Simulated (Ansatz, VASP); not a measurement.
BiBr2: VASP beside Ansatz

```
Bi Br
1.0
     5.32531    0.00000    0.00000
     0.00000    5.32531    0.00000
     0.00000    0.00000    8.45055
Bi Br
2 4
Direct
  0.00000 0.00000 0.00000
  0.50000 0.50000 0.50000
  0.00000 0.50000 0.13166
  0.00000 0.50000 0.63166
  0.50000 0.00000 0.36834
  0.50000 0.00000 0.86834
```

Alike in both runs: functional PBE; k mesh 8 × 8 × 6; occupations gaussian, width 0.1 eV; no spin polarisation.

Ansatz relaxed the structure, and its values are those at the end. VASP's run is a single point on that final structure, the one shown.

|  | VASP | Ansatz |
| --- | --- | --- |
| version | VASP 6.6.1 | Ansatz 0.2.0 |
| potentials or method | VASP PAW PBE potentials, release 64 (Bi_d, Br), cutoff 520 eV | scalar-relativistic, plane waves, PAW |
| valence electrons in the cell | 58 | 58 |

|  | VASP | Ansatz | Ansatz less VASP |
| --- | --- | --- | --- |
| gap on the k mesh at the Fermi level (eV) | none | none | - |
| pressure (GPa) | 0.0 | 0.0 | +0.02 |

A gap of «none» marks a metal or a gap that the smearing closes. With one functional, cell and mesh, what is left measures potentials, basis and numerics.

Neither program's run includes spin-orbit coupling.
